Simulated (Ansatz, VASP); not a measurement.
## V: VASP beside Ansatz

File POSCAR:

```
V
1.0
    2.5659447027      0.0000000000      0.0000000000
   -1.2829723513      2.2221732972      0.0000000000
    0.0000000000      0.0000000000      4.6002795172
V
2
Direct
    0.3333333333      0.6666666667      0.2500000000
    0.6666666667      0.3333333333      0.7500000000
```

The input INCAR.step1:

```
ALGO = Normal ; EDIFF = 1E-4
ENCUT = 520 ; GGA = PE
ISMEAR = -1 ; LASPH = T
LCHARG = F ; LREAL = F
LWAVE = T ; NBANDS = 20
NELM = 60 ; PREC = Accurate
SIGMA = 0.1
```

The input INCAR.step2:

```
ALGO = Normal ; EDIFF = 1E-6
ENCUT = 520 ; ISIF = 2
ISMEAR = -1 ; ISTART = 1
LASPH = T ; LCHARG = T
LELF = T ; LMIXTAU = T
LREAL = F ; LVHAR = T
LWAVE = F ; METAGGA = R2SCAN
NBANDS = 20 ; NELM = 60
PREC = Accurate ; SIGMA = 0.1
```

File KPOINTS:

```
k-points
0
Gamma
  16 16 8
```

Input for Ansatz:

```yaml
crystal:
  lattice:
    - [2.5659447027, 0.0, 0.0]
    - [-1.2829723513, 2.2221732972, 0.0]
    - [0.0, 0.0, 4.6002795172]
  atoms:
    - { symbol: V, position: [0.3333333333, 0.6666666667, 0.25] }
    - { symbol: V, position: [0.6666666667, 0.3333333333, 0.75] }
hamiltonian:
  xc: r2scan
  pseudopotentials:
    kind: paw
    azcp:
      V: "pseudopotentials/V.paw.azcp"
basis:
  ecutwfc: 500
  fft_grid_basis: typed
kpoints:
  mp_grid: { grid: [16, 16, 8], shift: [0, 0, 0] }
magnetization:
  spin_polarized: false
scf:
  occupations: { method: fermi_dirac, width: 0.1 }
  lower_state_search: "off"
output:
  stress: true
```

Alike in both runs: task single point; functional r2SCAN; k mesh 16 × 16 × 8; occupations fermi-dirac, width 0.1 eV; no spin polarisation.

```csv
,VASP,Ansatz
version,VASP 6.6.1,Ansatz 0.2.0
potentials or method,"VASP PAW PBE potentials, release 64 (V_sv), cutoff 520 eV","plane waves (500 eV) with PAW, scalar-relativistic"
valence electrons in the cell,26,26
```

|  | VASP | Ansatz | Ansatz less VASP |
| --- | --- | --- | --- |
| pressure (GPa) | 8.8 | 8.0 | -0.77 |
| traceless stress, the component that is largest in VASP (GPa) | 0.09 | 0.16 | +0.064 |

VASP's potentials were made for PBE, not for r2SCAN.
